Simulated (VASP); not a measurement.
Runs of VASP 6.6.1 on CsSnI3. The structure is that of space group Pm-3m (No. 221), or close to it. The cells are those of the table. 

| level | cell | k mesh | smearing | grid for exact exchange (PRECFOCK) | share of exact exchange | screening parameter | gap on the mesh (eV) | pressure (GPa) |
| --- | --- | --- | --- | --- | --- | --- | --- | --- |
| HSE06 | a = 6.429, b = 6.429, c = 6.196 Å, 5 atoms | 2 × 2 × 2 | gaussian 0.01 eV | Fast | 0.25 | 0.2079 1/Å | 0.98 | 0.4 |
| HSE06 | a = 6.117, b = 6.117, c = 6.275 Å, 5 atoms | 2 × 2 × 2 | fermi-dirac 0.02 eV | Fast | 0.25 | 0.2079 1/Å | 0.55 | 2.2 |
| r2SCAN | a = 6.429, b = 6.429, c = 6.196 Å, 5 atoms | 4 × 4 × 4 | gaussian 0.01 eV | - | - | - | 0.64 | -0.8 |
| HSE06 | a = 6.304, b = 6.304, c = 6.227 Å, 5 atoms | 2 × 2 × 2 | gaussian 0.01 eV | Fast | 0.25 | 0.2079 1/Å | 0.90 | 1.0 |
| HSE06 | a = 6.054, b = 6.054, c = 6.292 Å, 5 atoms | 2 × 2 × 2 | fermi-dirac 0.02 eV | Fast | 0.25 | 0.2079 1/Å | 0.39 | (a) |
| HSE06 | a = 6.366, b = 6.366, c = 6.212 Å, 5 atoms | 2 × 2 × 2 | gaussian 0.01 eV | Fast | 0.25 | 0.2079 1/Å | 0.94 | (b) |
| r2SCAN | a = 6.366, b = 6.366, c = 6.212 Å, 5 atoms | 4 × 4 × 4 | gaussian 0.01 eV | - | - | - | 0.60 | -0.5 |
| HSE06 | a = 6.179, b = 6.179, c = 6.259 Å, 5 atoms | 2 × 2 × 2 | gaussian 0.01 eV | Fast | 0.25 | 0.2079 1/Å | 0.71 | 1.7 |

Alike in all rows: task single point; potentials or basis VASP PAW PBE potentials, release 64 (Cs_sv, Sn_d, I); no spin polarisation; cutoff (eV) 520.

Fill in the values left out.

(a) 2.7; (b) 0.7.

Caveats: some runs use coarse meshes; the PAW data sets were made with another functional, which shifts forces and pressure a little; spin-orbit coupling is left out, which moves the levels of the heavy elements.

A k mesh can miss the band edges, and the runs leave out spin-orbit coupling on Cs, I, Sn.
